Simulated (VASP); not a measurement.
# MgO (I4mm) in VASP: notebook

The runs below take MgO through single point, with PBEsol.

Program: VASP 6.6.1. These are calculated values, not measurements. Logs are shortened: lines on timing, memory, paths and dates and some standing lists are left out, and cuts for length are marked.

### 1 The cell of the first run

It takes space group I4mm (No. 107, tetragonal). Conventional cell: a = 3.055 Å, b = 3.055 Å, c = 4.321 Å, α = 90.00°, β = 90.00°, γ = 90.00°. Mg (site symmetry 4mm) has 6 O at 1.95 to 2.37 Å within 2.6 Å. Within 2.6 Å of O (site symmetry 4mm) lie 6 Mg at 1.95 to 2.37 Å.

### 2 Single point, PBEsol

INCAR reads:

```
SYSTEM = MgO
PREC = Accurate ; ENCUT = 520
EDIFF = 1E-6 ; ISMEAR = 0
SIGMA = 0.05 ; LREAL = .FALSE.
LASPH = .TRUE. ; NELM = 100
ALGO = Normal ; ISIF = 2
LWAVE = .FALSE. ; LCHARG = .TRUE.
GGA = PS ; LELF = .TRUE.
LVHAR = .TRUE. ; NBANDS = 11
```

KPOINTS reads:

```
Automatic mesh
0
G
  10 10 10
  0 0 0
```

POSCAR reads:

```
MgO
1.0
    0.0000000000      2.1602858632      2.1602858632
    2.1602858632      0.0000000000      2.1602858632
    2.1602858632      2.1602858632      0.0000000000
Mg O
1 1
Direct
    0.0189270304      0.0189270304     -0.0189270304
    0.4712468609      0.4712468609      0.5287531391
```

Potentials or basis: VASP PAW PBE potentials, release 64 (Mg, O).

Launch:

```
> cat potpaw_PBE.64/Mg/POTCAR potpaw_PBE.64/O/POTCAR > POTCAR
> mpirun -np 1 vasp_std > vasp.out
```

OUTCAR:

```text
SYSTEM = MgO
   PREC = Accurate
   ENCUT = 520
   EDIFF = 1E-6
   ISMEAR = 0
   LREAL = .FALSE.
   LASPH = .TRUE.
   NELM = 100
   ISIF = 2
   GGA = PS

 ion  position               nearest neighbor table
   1  0.019  0.019  0.981-   2 1.95   2 2.17   2 2.17   2 2.17   2 2.17   2 2.37
   2  0.471  0.471  0.529-   1 1.95   1 2.17   1 2.17   1 2.17   1 2.17   1 2.37

  LATTYP: Found a face centered cubic cell.
 ALAT       =     4.3205717264

  Lattice vectors:

 A1 = (   0.0000000000,   2.1602858632,   2.1602858632)
 A2 = (   2.1602858632,   0.0000000000,   2.1602858632)
 A3 = (   2.1602858632,   2.1602858632,   0.0000000000)

Analysis of symmetry for initial positions (statically):
=====================================================================
 Subroutine PRICEL returns:
 Original cell was already a primitive cell.

 Routine SETGRP: Setting up the symmetry group for a
 face centered cubic supercell.

 Subroutine GETGRP returns: Found  8 space group operations
 (whereof  8 operations were pure point group operations)
 out of a pool of 48 trial point group operations.

The static configuration has the point symmetry C_4v.

Analysis of symmetry for dynamics (positions and initial velocities):
=====================================================================
 Subroutine PRICEL returns:
 Original cell was already a primitive cell.

 Routine SETGRP: Setting up the symmetry group for a
 face centered cubic supercell.

 Subroutine GETGRP returns: Found  8 space group operations
 (whereof  8 operations were pure point group operations)
 out of a pool of 48 trial point group operations.

The dynamic configuration has the point symmetry C_4v.

 Subroutine INISYM returns: Found  8 space group operations
 (whereof  8 operations are pure point group operations),
 and found     1 'primitive' translations

----------------------------------------------------------------------------------------

                                     Primitive cell

  volume of cell :      20.1634

  direct lattice vectors                    reciprocal lattice vectors
     0.000000000  2.160285863  2.160285863    -0.231450850  0.231450850  0.231450850
     2.160285863  0.000000000  2.160285863     0.231450850 -0.231450850  0.231450850
     2.160285863  2.160285863  0.000000000     0.231450850  0.231450850 -0.231450850

  length of vectors
     3.055105566  3.055105566  3.055105566     0.400884632  0.400884632  0.400884632

  position of ions in fractional coordinates (direct lattice)
     0.018927030  0.018927030  0.981072970
     0.471246861  0.471246861  0.528753139

  ion indices of the primitive-cell ions
   primitive index   ion index
                 1           1
                 2           2

----------------------------------------------------------------------------------------

 KPOINTS: Automatic mesh

Automatic generation of k-mesh.
 Grid dimensions read from file:
 generate k-points for:   10   10   10

 Generating k-lattice:

  Cartesian coordinates                     Fractional coordinates (reciprocal lattice)
    -0.023145085  0.023145085  0.023145085     0.100000000  0.000000000  0.000000000
     0.023145085 -0.023145085  0.023145085     0.000000000  0.100000000  0.000000000
     0.023145085  0.023145085 -0.023145085     0.000000000  0.000000000  0.100000000

  Length of vectors
     0.040088463  0.040088463  0.040088463

  Shift w.r.t. Gamma in fractional coordinates (k-lattice)
     0.000000000  0.000000000  0.000000000

 Subroutine IBZKPT returns following result:
 ===========================================

 Found    102 irreducible k-points:

 Following reciprocal coordinates:
            Coordinates               Weight
  0.000000  0.000000  0.000000      1.000000
  0.100000  0.000000  0.000000      8.000000
  0.200000  0.000000  0.000000      8.000000
  0.300000  0.000000  0.000000      8.000000
  0.400000  0.000000  0.000000      8.000000
  0.500000  0.000000  0.000000      4.000000
[... 16 lines left out ...]
 -0.100000  0.100000  0.000000      4.000000
  0.000000 -0.100000  0.100000      8.000000
 [... further k-points ...]
   k-points           NKPTS =    102   k-points in BZ     NKDIM =    102   number of bands    NBANDS=     11
   number of dos      NEDOS =    301   number of ions     NIONS =      2
   total plane-waves  NPLWV =  13824
   dimension x,y,z NGX =    24 NGY =   24 NGZ =   24
   dimension x,y,z NGXF=    48 NGYF=   48 NGZF=   48
   ions per type =               1   1
   NGX,Y,Z   is equivalent  to a cutoff of  13.06, 13.06, 13.06 a.u.
   NGXF,Y,Z  is equivalent  to a cutoff of  26.12, 26.12, 26.12 a.u.
 SYSTEM =  MgO
   PREC   = accura    normal or accurate (medium, high low for compatibility)
   ISTART =      0    job   : 0-new  1-cont  2-samecut
   ICHARG =      2    charge: 1-file 2-atom 10-const
   ISPIN  =      1    spin polarized calculation?
   LNONCOLLINEAR =      F non collinear calculations
   LSORBIT =      F    spin-orbit coupling
   LASPH  =      T    aspherical Exc in radial PAW
   ENCUT  =  520.0 eV  38.22 Ry    6.18 a.u.   5.68  5.68  5.68*2*pi/ulx,y,z
   NELM   =    100;   NELMIN=  2; NELMDL= -5     # of ELM steps
   EDIFF  = 0.1E-05   stopping-criterion for ELM
   LREAL  =      F    real-space projection
   EDIFFG = 0.1E-04   stopping-criterion for IOM
   NSW    =      0    number of steps for IOM
   IBRION =     -1    ionic relax: 0-MD 1-quasi-New 2-CG
   NFREE  =      0    steps in history (QN), initial steepest desc. (CG)
   ISIF   =      2    stress and relaxation
   ISYM   =      2    0-nonsym 1-usesym 2-fastsym
   POTIM  = 0.5000    time-step for ionic-motion
   TEBEG  =    0.0;   TEEND  =   0.0 temperature during run
   PSTRESS=    0.0 pullay stress
   NELECT =       8.0000    total number of electrons
   NUPDOWN=      -1.0000    fix difference up-down
   EMIN   =  10.00;   EMAX   =-10.00  energy-range for DOS
   EFERMI =   0.00;   METHOD = LEGACY
   ISMEAR =     0;   SIGMA  =   0.05  broadening in eV -4-tet -1-fermi 0-gaus
   EFERMI_NEDOS =   21; number of points for ismear=-14 and -15
   IALGO  =     38    algorithm
   IMIX   =      4    mixing-type and parameters
     AMIX     =   0.40;   BMIX     =  1.00
     AMIX_MAG =   1.60;   BMIX_MAG =  1.00
  volume/ion in A,a.u.               =      10.08        68.03
  Fermi-wavevector in a.u.,A,eV,Ry     =   1.202957  2.273260 19.689081  1.447107
  Thomas-Fermi vector in A             =   2.338724
   LORBIT       =      0    0 simple, 1 ext, 2 COOP (PROOUT), +10 PAW based schemes
   GGA     = PS    functional components
   LHFCALC =     F    Hartree Fock is set to
   AEXX    =    0.0000 exact exchange contribution
   IVDW    =     0    specifies the selected vdW correction
   LEPSILON=     F    determine dielectric tensor
   LRPA    =     F    only Hartree local field effects (RPA)
 non-spin polarized calculation
 Gauss-broadening in eV      SIGMA  =   0.05
  energy-cutoff  :      520.00
  volume of cell :       20.16
 maximum number of plane-waves:       552
   NGX = 11   NGY = 11   NGZ = 11

 number of electron       8.0000002 magnetization

 Free energy of the ion-electron system (eV)
  ---------------------------------------------------
  ext. energy  EPLUGINS =         0.00000000
  ---------------------------------------------------
  free energy    TOTEN  =       -12.36947477 eV

  energy without entropy =      -12.36947477  energy(sigma->0) =      -12.36947477

 E-fermi :   2.7333     XC(G=0): -10.9313

 val. band max:        2.4834447601   @ k =   0.0000   0.0000   0.0000
 cond. band min:       6.4149468286   @ k =   0.0000   0.0000   0.0000
 fundamental gap:      3.9315020685
 Fermi energy:         2.7332509969

 k-point     1 :       0.0000    0.0000    0.0000
  band No.  band energies     occupation
      1     -14.3330      2.00000
      2       2.4272      2.00000
      3       2.4834      2.00000
      4       2.4834      2.00000
      5       6.4149      0.00000
      6      17.7901      0.00000
      7      17.8660      0.00000
      8      17.8660      0.00000
      9      21.2881      0.00000
     10      23.1954      0.00000
     11      23.2610      0.00000

 k-point     2 :       0.1000    0.0000    0.0000
  band No.  band energies     occupation
      1     -14.2397      2.00000
      2       1.8103      2.00000
      3       2.4038      2.00000
      4       2.4268      2.00000
      5       7.0539      0.00000
      6      16.5191      0.00000
      7      18.0382      0.00000
      8      18.0637      0.00000
      9      22.3352      0.00000
     10      22.3993      0.00000
     11      22.9405      0.00000

 k-point     3 :       0.2000    0.0000    0.0000
  band No.  band energies     occupation
      1     -13.9847      2.00000
      2       0.5664      2.00000
      3       2.2588      2.00000
      4       2.2826      2.00000
      5       8.2524      0.00000
      6      14.9467      0.00000
      7      18.3597      0.00000
      8      18.4012      0.00000
      9      21.6633      0.00000
     10      21.8084      0.00000
     11      23.5150      0.00000

 k-point     4 :       0.3000    0.0000    0.0000
  band No.  band energies     occupation
      1     -13.6427      2.00000
      2      -0.6456      2.00000
      3       2.0883      2.00000
      4       2.1124      2.00000
      5       9.2456      0.00000
      6      14.0900      0.00000
      7      18.3268      0.00000
      8      18.3389      0.00000
      9      22.1757      0.00000
     10      22.1800      0.00000
     11      23.0065      0.00000

 k-point     5 :       0.4000    0.0000    0.0000
  band No.  band energies     occupation
      1     -13.3404      2.00000
      2      -1.5173      2.00000
      3       1.9560      2.00000
      4       1.9804      2.00000
      5       9.7062      0.00000
      6      13.9483      0.00000
      7      18.0288      0.00000
      8      18.1266      0.00000
      9      22.2123      0.00000
     10      23.3921      0.00000
     11      23.5959      0.00000
[... 211 lines left out ...]
 k-point    21 :      -0.2000    0.1000    0.0000
  band No.  band energies     occupation
      1     -13.8104      2.00000
      2       0.0621      2.00000
      3       1.8776      2.00000
      4       2.2569      2.00000
      5       9.0190      0.00000
      6      14.3220      0.00000
      7      17.7342      0.00000
      8      18.8481      0.00000
      9      20.4889      0.00000
     10      22.5921      0.00000
     11      24.7727      0.00000

 k-point    22 :       0.0000   -0.2000    0.1000
  band No.  band energies     occupation
      1     -13.8100      2.00000
      2       0.0765      2.00000
      3       1.8809      2.00000
      4       2.2362      2.00000
      5       8.9798      0.00000
      6      14.3827      0.00000
      7      17.6158      0.00000
      8      19.0225      0.00000
      9      20.6692      0.00000
     10      22.5720      0.00000
     11      24.3745      0.00000

 k-point    23 :      -0.1000    0.1000    0.0000
  band No.  band energies     occupation
      1     -14.0934      2.00000
      2       1.1195      2.00000
      3       2.1638      2.00000
      4       2.3920      2.00000
      5       7.8668      0.00000
      6      15.4349      0.00000
      7      18.0150      0.00000
      8      18.4475      0.00000
      9      20.9631      0.00000
     10      22.4883      0.00000
     11      24.3888      0.00000

 k-point    24 :       0.0000   -0.1000    0.1000
  band No.  band energies     occupation
      1     -14.0932      2.00000
      2       1.1282      2.00000
      3       2.1790      2.00000
      4       2.3725      2.00000
      5       7.8383      0.00000
      6      15.4688      0.00000
      7      17.9759      0.00000
      8      18.4862      0.00000
      9      21.1651      0.00000
     10      22.4870      0.00000
     11      24.1122      0.00000

 [... further k-points ...]

------------------------ aborting loop because EDIFF is reached ----------------------------------------

  FORCE on cell =-STRESS in cart. coord.  units (eV):
  Direction    XX          YY          ZZ          XY          YZ          ZX
  --------------------------------------------------------------------------------------
  -------------------------------------------------------------------------------------
  Total       -1.3841962     -1.3841962      0.0731110      0.0000000      0.0000000      0.0000000
  in kB     -109.9878128   -109.9878128      5.8093770      0.0000000      0.0000000      0.0000000
  external PRESSURE =     -71.3887495 kB  Pullay stress =       0.0000000 kB

 VOLUME and BASIS-vectors are now :
 -----------------------------------------------------------------------------
  energy-cutoff  :      520.00
  volume of cell :       20.16
      direct lattice vectors                 reciprocal lattice vectors
     0.000000000  2.160285863  2.160285863    -0.231450850  0.231450850  0.231450850
     2.160285863  0.000000000  2.160285863     0.231450850 -0.231450850  0.231450850
     2.160285863  2.160285863  0.000000000     0.231450850  0.231450850 -0.231450850

 POSITION                                       TOTAL-FORCE (eV/Angst)
 -----------------------------------------------------------------------------------
      2.16029      2.16029      0.08178         0.000000      0.000000     -1.024298
      2.16029      2.16029      2.03606         0.000000      0.000000      1.024298
 -----------------------------------------------------------------------------------
    total drift:                                0.000001      0.000001      0.000520

  FREE ENERGIE OF THE ION-ELECTRON SYSTEM (eV)
  ---------------------------------------------------
  free  energy   TOTEN  =       -12.3694747692 eV

  energy  without entropy=      -12.3694747692  energy(sigma->0) =      -12.36947477
```

Wall time 18 s (1 thread of Intel Xeon 8259CL, shared host); peak memory 0.16 GiB.

Results:

```yaml
Free_energy: -12.3695 eV
Pressure: -7.1 GPa
Largest_force: 1.024 eV/Å
Band_gap_on_the_k_mesh: 3.93 eV, direct
```

Forces in eV/Å, atoms in the order of the input:
```
Mg   0.000  0.000 -1.024
O    0.000  0.000  1.024
```

Caveat: the PAW data sets were made with another functional, which shifts forces and pressure a little.

(Continued in part 2 of 2.)
